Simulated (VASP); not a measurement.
A run of VASP 6.6.1 is set up as follows.

Contents of INCAR:

```
  PREC = Accurate
  ENCUT = 840
  EDIFF = 1E-7
  ISMEAR = 0
  SIGMA = 0.02
  LREAL = F
  LASPH = T
  NELM = 120
  ALGO = Normal
  ISIF = 3
  LWAVE = F
  LCHARG = F
  GGA = PE
  IBRION = 2
  NSW = 100
  EDIFFG = -0.01
  GGA_COMPAT = F
  NELMIN = 4
```

The input KPOINTS:

```
Automatic mesh
0
Gamma
  6 6 6
```

File POSCAR:

```
MgS
1.0
    6.2914138222      0.0000000000      0.0000000000
   -3.1457069111      5.4485241957      0.0000000000
    0.0000000000      0.0000000000      4.4547787973
Mg S
1 1
Direct
    0.0000000000      0.0000000000      0.0000000000
    0.0000000000      0.0000000000      0.5000000000
```

Potentials or basis: VASP PAW PBE potentials, release 64 (Mg_sv, S).

Run with:

```bash
$ cat potpaw_PBE.64/Mg_sv/POTCAR potpaw_PBE.64/S/POTCAR > POTCAR
$ mpirun -np 1 vasp_std > vasp.out
```

(1) Estimate the band gap on the k mesh.

Answers

(1) 2.37 eV (least direct gap 2.66 eV).
